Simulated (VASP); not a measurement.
# Be24Cl in VASP: notebook

Runs on Be24Cl. Level: LDA. Tasks: relaxation of the atoms.

Program: VASP 6.6.1. These are calculated values, not measurements. Logs are shortened: lines on timing, memory, paths and dates and some standing lists are left out, and cuts for length are marked.

## Step 1: The cell of the first run

The cell holds a slab with vacuum, 25 atoms: a = 4.452 Å, b = 7.033 Å, c = 19.800 Å, α = 90.00°, β = 90.00°, γ = 90.00°.

## Step 2: Relaxation of the atoms, LDA

File INCAR:

```
SYSTEM = Be24Cl
PREC = Accurate
ENCUT = 520
EDIFF = 1E-6
ISMEAR = 0
SIGMA = 0.1
LREAL = Auto
LASPH = .True.
NELM = 100
ALGO = Normal
ISIF = 2
LWAVE = .False.
LCHARG = .False.
LDIPOL = .True.
IDIPOL = 3
DIPOL = 0.5 0.5 0.320
IBRION = 2
NSW = 36
EDIFFG = -0.025
KPAR = 4
```

File KPOINTS:

```
regular mesh
0
Gamma
  6 4 1
  0 0 0
```

File POSCAR:

```
Be24Cl
1.0
    4.4524297778      0.0000000000      0.0000000000
    0.0000000000      7.0331519559      0.0000000000
    0.0000000000      0.0000000000     19.7998741415
Be Cl
24 1
Selective dynamics
Direct
    0.0000000000      0.3750000000      0.2020214862  F F F
    0.0000000000      0.8750000000      0.2020214862  F F F
    0.5000000000      0.3750000000      0.2020214862  F F F
    0.5000000000      0.8750000000      0.2020214862  F F F
    0.2500000000      0.1250000000      0.2344789088  F F F
    0.2500000000      0.6250000000      0.2344789088  F F F
    0.7500000000      0.1250000000      0.2344789088  F F F
    0.7500000000      0.6250000000      0.2344789088  F F F
    0.2500000000      0.3750000000      0.2993937541  F F F
    0.2500000000      0.8750000000      0.2993937541  F F F
    0.7500000000      0.3750000000      0.2993937541  F F F
    0.7500000000      0.8750000000      0.2993937541  F F F
    0.0000000000      0.1250000000      0.3261495625  F F F
    0.0000000000      0.6250000000      0.3261495625  F F F
    0.5000000000      0.1250000000      0.3261495625  F F F
    0.5000000000      0.6250000000      0.3261495625  F F F
    0.0000000000      0.3750000000      0.3969669015  F F F
    0.0000000000      0.8750000000      0.3969669015  F F F
    0.5000000000      0.3750000000      0.3969669015  F F F
    0.5000000000      0.8750000000      0.3969669015  F F F
    0.2500000000      0.1250000000      0.4191882273  F F F
    0.2500000000      0.6250000000      0.4191882273  F F F
    0.7500000000      0.1250000000      0.4191882273  F F F
    0.7500000000      0.6250000000      0.4191882273  F F F
    0.2500000000      0.3125000000      0.4947726968  F F T
```

Potentials or basis: VASP PAW LDA potentials, release 64 (Be, Cl).

Run with:

```
$ cat potpaw_LDA.64/Be/POTCAR potpaw_LDA.64/Cl/POTCAR > POTCAR
$ mpirun -np 4 vasp_std > vasp.out
```

OUTCAR:

```text
SYSTEM = Be24Cl
   PREC = Accurate
   ENCUT = 520
   EDIFF = 1E-6
   ISMEAR = 0
   LREAL = Auto
   LASPH = .True.
   NELM = 100
   ISIF = 2
   IBRION = 2
   NSW = 36
   EDIFFG = -0.025

 ion  position               nearest neighbor table
   1  0.000  0.375  0.202-   5 2.18   6 2.18   7 2.18   8 2.18   3 2.23   3 2.23  11 2.23   9 2.23

   2  0.000  0.875  0.202-   5 2.18   6 2.18   7 2.18   8 2.18   4 2.23   4 2.23  12 2.23  10 2.23

   3  0.500  0.375  0.202-   5 2.18   6 2.18   7 2.18   8 2.18   1 2.23   1 2.23  11 2.23   9 2.23
[... 39 lines left out ...]
  23  0.750  0.125  0.419-  17 2.13  18 2.13  19 2.13  20 2.13  13 2.15  15 2.15  21 2.23  21 2.23

  24  0.750  0.625  0.419-  17 2.13  18 2.13  19 2.13  20 2.13  14 2.15  16 2.15  22 2.23  22 2.23

  25  0.250  0.312  0.495-  21 1.99  19 2.28  17 2.28

  LATTYP: Found a simple orthorhombic cell.
 ALAT       =     4.4524297778
 B/A-ratio  =     1.5796210849
 C/A-ratio  =     4.4469817896

  Lattice vectors:

 A1 = (   4.4524297778,   0.0000000000,   0.0000000000)
 A2 = (   0.0000000000,   7.0331519559,   0.0000000000)
 A3 = (   0.0000000000,   0.0000000000,  19.7998741415)

Analysis of symmetry for initial positions (statically):
=====================================================================
 Subroutine PRICEL returns:
 Original cell was already a primitive cell.

 Routine SETGRP: Setting up the symmetry group for a
 simple orthorhombic supercell.

 Subroutine GETGRP returns: Found  2 space group operations
 (whereof  1 operations were pure point group operations)
 out of a pool of  8 trial point group operations.

The static configuration has the point symmetry C_1 .
 The point group associated with its full space group is C_1h.

Analysis of symmetry for dynamics (positions and initial velocities):
=====================================================================
 Subroutine PRICEL returns:
 Original cell was already a primitive cell.

 Routine SETGRP: Setting up the symmetry group for a
 simple orthorhombic supercell.

 Subroutine GETGRP returns: Found  2 space group operations
 (whereof  1 operations were pure point group operations)
 out of a pool of  8 trial point group operations.

The dynamic configuration has the point symmetry C_1 .
 The point group associated with its full space group is C_1h.

Analysis of constrained symmetry for selective dynamics:
=====================================================================
 Subroutine PRICEL returns:
 Original cell was already a primitive cell.

 Routine SETGRP: Setting up the symmetry group for a
 simple orthorhombic supercell.

 Subroutine GETGRP returns: Found  2 space group operations
 (whereof  1 operations were pure point group operations)
 out of a pool of  8 trial point group operations.

The constrained configuration has the point symmetry C_1 .
 The point group associated with its full space group is C_1h.

 Subroutine INISYM returns: Found  2 space group operations
 (whereof  1 operations are pure point group operations),
 and found     1 'primitive' translations

----------------------------------------------------------------------------------------

                                     Primitive cell

  volume of cell :     620.0254

  direct lattice vectors                    reciprocal lattice vectors
     4.452429778  0.000000000  0.000000000     0.224596468  0.000000000  0.000000000
     0.000000000  7.033151956  0.000000000     0.000000000  0.142183761  0.000000000
     0.000000000  0.000000000 19.799874141     0.000000000  0.000000000  0.050505372

  length of vectors
     4.452429778  7.033151956 19.799874141     0.224596468  0.142183761  0.050505372

  position of ions in fractional coordinates (direct lattice)
     0.000000000  0.375000000  0.202021486
     0.000000000  0.875000000  0.202021486
     0.500000000  0.375000000  0.202021486
     0.500000000  0.875000000  0.202021486
     0.250000000  0.125000000  0.234478909
     0.250000000  0.625000000  0.234478909
[... 17 lines left out ...]
     0.750000000  0.625000000  0.419188227
     0.250000000  0.312500000  0.494772697

  ion indices of the primitive-cell ions
   primitive index   ion index
                 1           1
                 2           2
                 3           3
                 4           4
                 5           5
                 6           6
[... 17 lines left out ...]
                24          24
                25          25

----------------------------------------------------------------------------------------

 KPOINTS: regular mesh

Automatic generation of k-mesh.
 Grid dimensions read from file:
 generate k-points for:    6    4    1

 Generating k-lattice:

  Cartesian coordinates                     Fractional coordinates (reciprocal lattice)
     0.037432745  0.000000000  0.000000000     0.166666667  0.000000000  0.000000000
     0.000000000  0.035545940  0.000000000     0.000000000  0.250000000  0.000000000
     0.000000000  0.000000000  0.050505372     0.000000000  0.000000000  1.000000000

  Length of vectors
     0.037432745  0.035545940  0.050505372

  Shift w.r.t. Gamma in fractional coordinates (k-lattice)
     0.000000000  0.000000000  0.000000000

 Subroutine IBZKPT returns following result:
 ===========================================

 Found     12 irreducible k-points:

 Following reciprocal coordinates:
            Coordinates               Weight
  0.000000  0.000000  0.000000      1.000000
  0.166667  0.000000  0.000000      2.000000
  0.333333  0.000000  0.000000      2.000000
  0.500000  0.000000  0.000000      1.000000
  0.000000  0.250000  0.000000      2.000000
  0.166667  0.250000  0.000000      4.000000
  0.333333  0.250000  0.000000      4.000000
  0.500000  0.250000  0.000000      2.000000
  0.000000  0.500000  0.000000      1.000000
  0.166667  0.500000  0.000000      2.000000
  0.333333  0.500000  0.000000      2.000000
  0.500000  0.500000  0.000000      1.000000
   k-points           NKPTS =     12   k-points in BZ     NKDIM =     12   number of bands    NBANDS=     40
   number of dos      NEDOS =    301   number of ions     NIONS =     25
   total plane-waves  NPLWV = 291600
   dimension x,y,z NGX =    36 NGY =   54 NGZ =  150
   dimension x,y,z NGXF=    72 NGYF=  108 NGZF=  300
   ions per type =              24   1
   NGX,Y,Z   is equivalent  to a cutoff of  13.44, 12.76, 12.59 a.u.
   NGXF,Y,Z  is equivalent  to a cutoff of  26.88, 25.53, 25.19 a.u.
 SYSTEM =  Be24Cl
   PREC   = accura    normal or accurate (medium, high low for compatibility)
   ISTART =      0    job   : 0-new  1-cont  2-samecut
   ICHARG =      2    charge: 1-file 2-atom 10-const
   ISPIN  =      1    spin polarized calculation?
   LNONCOLLINEAR =      F non collinear calculations
   LSORBIT =      F    spin-orbit coupling
   LASPH  =      T    aspherical Exc in radial PAW
   ENCUT  =  520.0 eV  38.22 Ry    6.18 a.u.   8.28 13.08 36.81*2*pi/ulx,y,z
   NELM   =    100;   NELMIN=  2; NELMDL= -5     # of ELM steps
   EDIFF  = 0.1E-05   stopping-criterion for ELM
   LREAL  =      T    real-space projection
   EDIFFG = -.3E-01   stopping-criterion for IOM
   NSW    =     36    number of steps for IOM
   IBRION =      2    ionic relax: 0-MD 1-quasi-New 2-CG
   NFREE  =      1    steps in history (QN), initial steepest desc. (CG)
   ISIF   =      2    stress and relaxation
   ISYM   =      2    0-nonsym 1-usesym 2-fastsym
   POTIM  = 0.5000    time-step for ionic-motion
   TEBEG  =    0.0;   TEEND  =   0.0 temperature during run
   PSTRESS=    0.0 pullay stress
   NELECT =      55.0000    total number of electrons
   NUPDOWN=      -1.0000    fix difference up-down
   EMIN   =  10.00;   EMAX   =-10.00  energy-range for DOS
   EFERMI =   0.00;   METHOD = LEGACY
   ISMEAR =     0;   SIGMA  =   0.10  broadening in eV -4-tet -1-fermi 0-gaus
   EFERMI_NEDOS =   21; number of points for ismear=-14 and -15
   IALGO  =     38    algorithm
   IMIX   =      4    mixing-type and parameters
     AMIX     =   0.40;   BMIX     =  1.00
     AMIX_MAG =   1.60;   BMIX_MAG =  1.00
  volume/ion in A,a.u.               =      24.80       167.37
  Fermi-wavevector in a.u.,A,eV,Ry     =   0.730117  1.379721  7.252872  0.533071
  Thomas-Fermi vector in A             =   1.822008
   LORBIT       =      0    0 simple, 1 ext, 2 COOP (PROOUT), +10 PAW based schemes
   GGA     = CA    functional components
   LHFCALC =     F    Hartree Fock is set to
   AEXX    =    0.0000 exact exchange contribution
   IVDW    =     0    specifies the selected vdW correction
   LEPSILON=     F    determine dielectric tensor
   LRPA    =     F    only Hartree local field effects (RPA)
 conjugate gradient relaxation of ions
 non-spin polarized calculation
 Gauss-broadening in eV      SIGMA  =   0.10
  energy-cutoff  :      520.00
  volume of cell :      620.03
 maximum number of plane-waves:     16734
 NGX is ok and might be reduce to    36
   NGX = 17   NGY = 27   NGZ = 73

--------------------------------------- Ionic step        1  -------------------------------------------

 number of electron      55.0000000 magnetization

 Free energy of the ion-electron system (eV)
  ---------------------------------------------------
  ext. energy  EPLUGINS =         0.00000000
  ---------------------------------------------------
  free energy    TOTEN  =       -96.13249278 eV

  energy without entropy =      -96.11419713  energy(sigma->0) =      -96.12334496

------------------------ aborting loop because EDIFF is reached ----------------------------------------

  FORCE on cell =-STRESS in cart. coord.  units (eV):
  Direction    XX          YY          ZZ          XY          YZ          ZX
  --------------------------------------------------------------------------------------
  -------------------------------------------------------------------------------------
  Total        3.6729548     -2.1880719     -0.4033859      0.0000000     -0.4957145      0.0000000
  in kB        9.4911022     -5.6540892     -1.0423698      0.0000000     -1.2809515      0.0000000
  external PRESSURE =       0.9315477 kB  Pullay stress =       0.0000000 kB
[... 99 lines left out ...]
  FREE ENERGIE OF THE ION-ELECTRON SYSTEM (eV)
  ---------------------------------------------------
  free  energy   TOTEN  =       -96.1512078483 eV

  energy  without entropy=      -96.1315400422  energy(sigma->0) =      -96.14137395

 dipolmoment           0.000000      0.000000     -0.022935 electrons x Angstroem

--------------------------------------- Ionic step        3  -------------------------------------------

 number of electron      55.0000000 magnetization

 dipolmoment           0.000000      0.000000      0.030786 electrons x Angstroem

 Free energy of the ion-electron system (eV)
  ---------------------------------------------------
  ext. energy  EPLUGINS =         0.00000000
  ---------------------------------------------------
  free energy    TOTEN  =       -96.17384325 eV

  energy without entropy =      -96.14997270  energy(sigma->0) =      -96.16190797

 E-fermi :  -0.9635     XC(G=0):  -4.4406

 val. band max:       -0.9841850308   @ k =   0.5000   0.0000   0.0000
 cond. band min:      -0.9495472634   @ k =   0.3333   0.2500   0.0000
 fundamental gap:      0.0346377674
 Fermi energy:        -0.9634801162

 k-point     1 :       0.0000    0.0000    0.0000
  band No.  band energies     occupation
      1     -17.4919      2.00000
      2     -11.4618      2.00000
      3      -9.4657      2.00000
      4      -9.3694      2.00000
      5      -9.2777      2.00000
      6      -7.6403      2.00000
[... 493 lines left out ...]
     38       3.4658      0.00000
     39       3.5086      0.00000
 [bands above 39 left out]

------------------------ aborting loop because EDIFF is reached ----------------------------------------

 vacuum level on the upper side and lower side of the slab       (xc-potential included)         0.081        -0.092

  FORCE on cell =-STRESS in cart. coord.  units (eV):
  Direction    XX          YY          ZZ          XY          YZ          ZX
  --------------------------------------------------------------------------------------
  -------------------------------------------------------------------------------------
  Total        3.4065572     -3.3791053     -1.3864249      0.0000000     -1.1840329      0.0000000
  in kB        8.8027173     -8.7317803     -3.5825927      0.0000000     -3.0596015      0.0000000
  external PRESSURE =      -1.1705519 kB  Pullay stress =       0.0000000 kB
[... 40 lines left out ...]
  FREE ENERGIE OF THE ION-ELECTRON SYSTEM (eV)
  ---------------------------------------------------
  free  energy   TOTEN  =       -96.1738432489 eV

  energy  without entropy=      -96.1499726956  energy(sigma->0) =      -96.16190797

 reached required accuracy - stopping structural energy minimisation

 vacuum level on the upper side and lower side of the slab         3.785         3.606
```

Wall time 9.1 min (4 MPI ranks of Intel Xeon Platinum 8259CL at 2.50GHz (Skylake/Cascade Lake), shared host); peak memory 0.6 GiB.

What came out:

```yaml
Free_energy: -96.1738 eV
Energy_gained_by_relaxing: 1.7 meV/atom
Ionic_steps: 3
Band_gap_on_the_k_mesh: zero (an odd number of electrons rules out a gap without spin polarisation)
```

The path:
```tsv
step	energy change (eV)	largest force on free atoms (eV/Å)	pressure (GPa)
1	0.0000	0.6739	0.09
2	-0.0187	0.4812	0.04
3	-0.0414	0.0055	-0.12
```

Final structure:
```
Be Cl
1.0
     4.45243    0.00000    0.00000
     0.00000    7.03315    0.00000
     0.00000    0.00000   19.79987
Be Cl
24 1
Direct
  0.00000 0.37500 0.20202
  0.00000 0.87500 0.20202
  0.50000 0.37500 0.20202
  0.50000 0.87500 0.20202
  0.25000 0.12500 0.23448
  0.25000 0.62500 0.23448
  0.75000 0.12500 0.23448
  0.75000 0.62500 0.23448
  0.25000 0.37500 0.29939
  0.25000 0.87500 0.29939
  0.75000 0.37500 0.29939
  0.75000 0.87500 0.29939
  0.00000 0.12500 0.32615
  0.00000 0.62500 0.32615
  0.50000 0.12500 0.32615
  0.50000 0.62500 0.32615
  0.00000 0.37500 0.39697
  0.00000 0.87500 0.39697
  0.50000 0.37500 0.39697
  0.50000 0.87500 0.39697
  0.25000 0.12500 0.41919
  0.25000 0.62500 0.41919
  0.75000 0.12500 0.41919
  0.75000 0.62500 0.41919
  0.25000 0.31250 0.50134
```

Caveat: an odd number of electrons without spin polarisation forces a metal; a magnetic or distorted state may lie lower.

[end of part 1 of 2]

The gap in the log of VASP goes by the Fermi energy; the results here count the filled bands.